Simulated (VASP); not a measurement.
# SrO (Fm-3m) in VASP: settings compared

Aim: see how the results for SrO move with the level of theory and the settings. Levels: RPBE+D3(BJ), BLYP. Tasks: single point.

All numbers are computed with VASP 6.6.1; they aren't measurements. Logs are shortened: lines on timing, memory, paths and dates and some standing lists are left out, and cuts for length are marked.

### 1 The cell of the first run

Symmetry: Fm-3m, No. 225, cubic system. The conventional cell has a = 4.902 Å, b = 4.902 Å, c = 4.902 Å, α = 90.00°, β = 90.00°, γ = 90.00°. Within 3.2 Å of Sr (site symmetry m-3m) lie 6 O at 2.45 Å. Within 3.2 Å of O (site symmetry m-3m) lie 6 Sr at 2.45 Å.

### 2 Single point, RPBE+D3(BJ)

Contents of INCAR:

```
SYSTEM = SrO
ALGO = Normal
EDIFF = 1E-6
ENCUT = 520
GGA = RP
ISIF = 2
ISMEAR = -1
IVDW = 12
LASPH = .TRUE.
LCHARG = .FALSE.
LREAL = .FALSE.
LWAVE = .FALSE.
NBANDS = 15
NELM = 100
PREC = Accurate
SIGMA = 0.05
```

Contents of KPOINTS:

```
k-points
0
G
  9 9 9
  0 0 0
```

Contents of POSCAR:

```
SrO
1.0
    0.0000000000      2.4509582263      2.4509582263
    2.4509582263      0.0000000000      2.4509582263
    2.4509582263      2.4509582263      0.0000000000
Sr O
1 1
Direct
    0.5000000000      0.5000000000      0.5000000000
    0.0000000000      0.0000000000      0.0000000000
```

Potentials or basis: VASP PAW PBE potentials, release 64 (Sr_sv, O).

Run with:

```console
$ cat potpaw_PBE.64/Sr_sv/POTCAR potpaw_PBE.64/O/POTCAR > POTCAR
$ mpirun -np 1 vasp_std > vasp.out
```

OUTCAR:

```text
SYSTEM = SrO
   EDIFF = 1E-6
   ENCUT = 520
   GGA = RP
   ISIF = 2
   ISMEAR = -1
   IVDW = 12
   LASPH = .TRUE.
   LREAL = .FALSE.
   NELM = 100
   PREC = Accurate
 IVDW          = 12

 ion  position               nearest neighbor table
   1  0.500  0.500  0.500-   2 2.45   2 2.45   2 2.45   2 2.45   2 2.45   2 2.45
   2  0.000  0.000  0.000-   1 2.45   1 2.45   1 2.45   1 2.45   1 2.45   1 2.45

  LATTYP: Found a face centered cubic cell.
 ALAT       =     4.9019164526

  Lattice vectors:

 A1 = (   0.0000000000,   2.4509582263,   2.4509582263)
 A2 = (   2.4509582263,   0.0000000000,   2.4509582263)
 A3 = (   2.4509582263,   2.4509582263,   0.0000000000)

Analysis of symmetry for initial positions (statically):
=====================================================================
 Subroutine PRICEL returns:
 Original cell was already a primitive cell.

 Routine SETGRP: Setting up the symmetry group for a
 face centered cubic supercell.

 Subroutine GETGRP returns: Found 48 space group operations
[... 9 lines left out ...]

 Routine SETGRP: Setting up the symmetry group for a
 face centered cubic supercell.

 Subroutine GETGRP returns: Found 48 space group operations
[... 11 lines left out ...]
                                     Primitive cell

  volume of cell :      29.4468

  direct lattice vectors                    reciprocal lattice vectors
     0.000000000  2.450958226  2.450958226    -0.204001845  0.204001845  0.204001845
     2.450958226  0.000000000  2.450958226     0.204001845 -0.204001845  0.204001845
     2.450958226  2.450958226  0.000000000     0.204001845  0.204001845 -0.204001845

  length of vectors
     3.466178364  3.466178364  3.466178364     0.353341560  0.353341560  0.353341560

  position of ions in fractional coordinates (direct lattice)
     0.500000000  0.500000000  0.500000000
     0.000000000  0.000000000  0.000000000

  ion indices of the primitive-cell ions
   primitive index   ion index
                 1           1
                 2           2

----------------------------------------------------------------------------------------

 KPOINTS: k-points

Automatic generation of k-mesh.
 Grid dimensions read from file:
 generate k-points for:    9    9    9

 Generating k-lattice:

  Cartesian coordinates                     Fractional coordinates (reciprocal lattice)
    -0.022666872  0.022666872  0.022666872     0.111111111  0.000000000  0.000000000
     0.022666872 -0.022666872  0.022666872     0.000000000  0.111111111  0.000000000
[... 67 lines left out ...]
   TEBEG  =    0.0;   TEEND  =   0.0 temperature during run
   PSTRESS=    0.0 pullay stress
   NELECT =      16.0000    total number of electrons
   NUPDOWN=      -1.0000    fix difference up-down
   EMIN   =  10.00;   EMAX   =-10.00  energy-range for DOS
   EFERMI =   0.00;   METHOD = LEGACY
   ISMEAR =    -1;   SIGMA  =   0.05  broadening in eV -4-tet -1-fermi 0-gaus
   EFERMI_NEDOS =   21; number of points for ismear=-14 and -15
   IALGO  =     38    algorithm
   IMIX   =      4    mixing-type and parameters
     AMIX     =   0.40;   BMIX     =  1.00
     AMIX_MAG =   1.60;   BMIX_MAG =  1.00
  volume/ion in A,a.u.               =      14.72        99.36
  Fermi-wavevector in a.u.,A,eV,Ry     =   1.335885  2.524456 24.280786  1.784587
  Thomas-Fermi vector in A             =   2.464554
   LORBIT       =      0    0 simple, 1 ext, 2 COOP (PROOUT), +10 PAW based schemes
   GGA     = RP    functional components
   LHFCALC =     F    Hartree Fock is set to
   AEXX    =    0.0000 exact exchange contribution
   IVDW    =    12    specifies the selected vdW correction
   LEPSILON=     F    determine dielectric tensor
   LRPA    =     F    only Hartree local field effects (RPA)
 non-spin polarized calculation
  energy-cutoff  :      520.00
  volume of cell :       29.45
 maximum number of plane-waves:       821
 NGX is ok and might be reduce to    28
   NGX = 13   NGY = 13   NGZ = 13

 number of electron      16.0000004 magnetization

 Free energy of the ion-electron system (eV)
  ---------------------------------------------------
  ext. energy  EPLUGINS =         0.00000000
  ---------------------------------------------------
  free energy    TOTEN  =       -10.90144826 eV

  energy without entropy =      -10.90144826  energy(sigma->0) =      -10.90144826

 E-fermi :   3.7979     XC(G=0): -10.4935

 val. band max:        2.5980850769   @ k =   0.4444   0.4444   0.0000
 cond. band min:       5.8824576186   @ k =   0.4444   0.4444   0.0000
 fundamental gap:      3.2843725417
 Fermi energy:         3.7978612399

 k-point     1 :       0.0000    0.0000    0.0000
  band No.  band energies     occupation
      1     -29.4597      2.00000
      2     -12.7857      2.00000
      3     -10.9094      2.00000
      4     -10.9094      2.00000
      5     -10.9094      2.00000
      6       2.5744      2.00000
      7       2.5744      2.00000
      8       2.5744      2.00000
      9       7.8600      0.00000
     10       9.1286      0.00000
     11       9.1286      0.00000
     12       9.1286      0.00000
     13      11.5845      0.00000
     14      11.5845      0.00000
[... 401 lines left out ...]
      2     -13.1246      2.00000
      3     -12.0334      2.00000
      4     -11.4523      2.00000
      5     -11.4523      2.00000
      6       2.3090      2.00000
      7       2.5981      2.00000
      8       2.5981      2.00000
      9       5.8825      0.00000
     10      11.4903      0.00000
     11      13.5895      0.00000
     12      14.4622      0.00000
     13      14.6317      0.00000
     14      14.6317      0.00000
     15      18.8742      0.00000

 [... further k-points ...]

------------------------ aborting loop because EDIFF is reached ----------------------------------------

 Edisp (eV)   -3.90767

 E8    (eV) :    -2.8609

  FORCE on cell =-STRESS in cart. coord.  units (eV):
  Direction    XX          YY          ZZ          XY          YZ          ZX
  --------------------------------------------------------------------------------------
  -------------------------------------------------------------------------------------
  Total       0.20708     0.20708     0.20708     0.00000    -0.00000     0.00000
  in kB      11.26708    11.26708    11.26708     0.00000    -0.00000     0.00000
  external pressure =       11.27 kB  Pullay stress =        0.00 kB

 VOLUME and BASIS-vectors are now :
 -----------------------------------------------------------------------------
  energy-cutoff  :      520.00
  volume of cell :       29.45
      direct lattice vectors                 reciprocal lattice vectors
     0.000000000  2.450958226  2.450958226    -0.204001845  0.204001845  0.204001845
     2.450958226  0.000000000  2.450958226     0.204001845 -0.204001845  0.204001845
     2.450958226  2.450958226  0.000000000     0.204001845  0.204001845 -0.204001845

 POSITION                                       TOTAL-FORCE (eV/Angst)
 -----------------------------------------------------------------------------------
      2.45096      2.45096      2.45096        -0.000000      0.000000      0.000000
      0.00000      0.00000      0.00000         0.000000     -0.000000     -0.000000
 -----------------------------------------------------------------------------------
    total drift:                                0.000000      0.000000      0.000000

  FREE ENERGIE OF THE ION-ELECTRON SYSTEM (eV)
  ---------------------------------------------------
  free  energy   TOTEN  =       -14.8091227125 eV

  energy  without entropy=      -14.8091227125  energy(sigma->0) =      -14.80912271
```

OSZICAR:

```text
N       E                     dE             d eps       ncg     rms          rms(c)
DAV:   1     0.622192450579E+02    0.62219E+02   -0.81561E+03  1050   0.104E+03
DAV:   2    -0.102248878215E+02   -0.72444E+02   -0.66660E+02  1462   0.219E+02
DAV:   3    -0.130714076606E+02   -0.28465E+01   -0.28352E+01  1413   0.384E+01
DAV:   4    -0.131426887128E+02   -0.71281E-01   -0.71272E-01  1315   0.459E+00
DAV:   5    -0.131431959800E+02   -0.50727E-03   -0.50727E-03  1310   0.351E-01    0.217E+01
DAV:   6    -0.109575225714E+02    0.21857E+01   -0.61803E+00  1078   0.209E+01    0.248E+01
DAV:   7    -0.108862653143E+02    0.71257E-01   -0.20585E-01  1338   0.437E+00    0.145E+01
DAV:   8    -0.108969571682E+02   -0.10692E-01   -0.96111E-02  1386   0.317E+00    0.975E-01
DAV:   9    -0.109000278387E+02   -0.30707E-02   -0.51862E-03  1268   0.583E-01    0.259E-01
DAV:  10    -0.109013338870E+02   -0.13060E-02   -0.14032E-03  1099   0.290E-01    0.457E-02
DAV:  11    -0.109014188817E+02   -0.84995E-04   -0.84489E-05  1267   0.754E-02    0.467E-02
DAV:  12    -0.109014483323E+02   -0.29451E-04   -0.48507E-05  1099   0.529E-02    0.429E-03
DAV:  13    -0.109014482557E+02    0.76628E-07   -0.61335E-07  1074   0.771E-03
   1 F= -.14809123E+02 E0= -.14809123E+02  d E =-.330734E-11
```

stdout:

```text
POSCAR found type information on POSCAR SrO
 POSCAR found :  2 types and       2 ions
 scaLAPACK will be used
 -----------------------------------------------------------------------------
|                                                                             |
|                                                                             |
|     You enforced a specific xc type in the INCAR file but a different       |
|     I HOPE YOU KNOW WHAT YOU ARE DOING!                                     |
|                                                                             |
 -----------------------------------------------------------------------------

 LDA part: xc-table for (Slater+PW92), standard interpolation
 POSCAR, INCAR and KPOINTS ok, starting setup
 FFT: planning ... GRIDC
 FFT: planning ... GRID_SOFT
 FFT: planning ... GRID
 WAVECAR not read
 entering main loop
```

It took 35 s on 1 thread of AMD EPYC 7R13, shared host; peak memory 0.14 GiB.

What came out:

```yaml
Free_energy: -14.8091 eV
Pressure: 1.1 GPa
Band_gap_on_the_k_mesh: 3.28 eV, direct
Dispersion_energy_per_atom: -1.954 eV
```

Levels at points of the mesh, in eV from the valence-band top:
```
           k point  band 4  band 5  band 6  band 7  band 8  band 9  band 10  band 11  band 12  band 13
(0.00, 0.00, 0.00)  -13.51  -13.51   -0.02   -0.02   -0.02    5.26     6.53     6.53     6.53     8.99
```

Caveat: the PAW data sets were made with another functional, which shifts forces and pressure a little. Expect the measured gap to be larger: semilocal functionals such as RPBE lack the derivative discontinuity.

### 3 Single point, BLYP

This run uses another cell than the first one, of 16.90 Å³/atom, 1.148 times its volume.

Contents of INCAR:

```
PREC = Accurate
ENCUT = 520
EDIFF = 1E-6
ISMEAR = -1
SIGMA = 0.05
LREAL = False
LASPH = True
NELM = 80
ALGO = Normal
ISIF = 2
LWAVE = False
LCHARG = False
GGA = B5
ALDAX = 1.0
AGGAX = 1.0
AGGAC = 1.0
ALDAC = 0.0
NBANDS = 15
```

Contents of KPOINTS:

```
regular mesh
0
Gamma
  9 9 9
```

Contents of POSCAR:

```
SrO
1.0
    0.0000000000      2.5663000000      2.5663000000
    2.5663000000      0.0000000000      2.5663000000
    2.5663000000      2.5663000000      0.0000000000
Sr O
1 1
Direct
    0.5000000000      0.5000000000      0.5000000000
    0.0000000000      0.0000000000      0.0000000000
```

Potentials or basis: VASP PAW PBE potentials, release 64 (Sr_sv, O).

Run with:

```console
$ cat potpaw_PBE.64/Sr_sv/POTCAR potpaw_PBE.64/O/POTCAR > POTCAR
$ mpirun -np 1 vasp_std > vasp.out
```

Wall time 62 s (1 thread of AMD EPYC 7R13, shared host); peak memory 0.13 GiB.

It converged, with:

```
Free energy            : -11.4493 eV
Pressure               : 6.9 GPa
Band gap on the k mesh : 3.45 eV, indirect (least direct gap 3.54 eV)
```

Levels at points of the mesh, in eV from the valence-band top:
| k point | band 4 | band 5 | band 6 | band 7 | band 8 | band 9 | band 10 | band 11 | band 12 | band 13 |
| --- | --- | --- | --- | --- | --- | --- | --- | --- | --- | --- |
| (0.00, 0.00, 0.00) | -14.07 | -14.07 | 0.00 | 0.00 | 0.00 | 4.27 | 6.23 | 6.23 | 6.23 | 8.40 |

Caveat: the PAW data sets were made with another functional, which shifts forces and pressure a little. Expect the measured gap to be larger: semilocal functionals such as BLYP lack the derivative discontinuity.
